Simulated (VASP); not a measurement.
Input of a VASP 6.6.1 run:

INCAR

```
PREC = Accurate ; ENCUT = 520
EDIFF = 1E-8 ; ISMEAR = -1
SIGMA = 0.03 ; LREAL = False
LASPH = True ; NELM = 100
ALGO = Normal ; ISIF = 2
LWAVE = False ; LCHARG = False
GGA = PE ; LEFG = True
NBANDS = 11
```

The input KPOINTS:

```
Automatic mesh
0
Gamma
  16 16 16
```

File POSCAR:

```
C
1.0
   -0.0267510000      1.7834000000      1.7834000000
    1.7834000000     -0.0267510000      1.7834000000
    1.7566490000      1.7566490000      0.0000000000
C
2
Direct
    0.5000000000      0.5000000000      0.5000000000
    0.7500000000      0.7500000000      0.7500000000
```

Potentials or basis: VASP PAW PBE potentials, release 64 (C).

Launch:

```bash
$ cat potpaw_PBE.64/C/POTCAR > POTCAR
$ mpirun -np 1 vasp_std > vasp.out
```

Question: What does it give for the band gap on the k mesh?

Answer: 4.02 eV (least direct gap 5.13 eV).

Question: What does it give for the largest force?

Answer: 0.096 eV/Å.

Question: Estimate the pressure.

Answer: 2.9 GPa.

Forces in eV/Å, atoms in the order of the input:
```
C    0.000  0.000 -0.096
C    0.000  0.000  0.096
```

Caveat: the cell differs from its parent crystal (xy shear strain of -3 %); without QUAD_EFG the Cq values of the log hold for a quadrupole moment of 1 mb, not for the nuclei. A k mesh can miss the band edges.
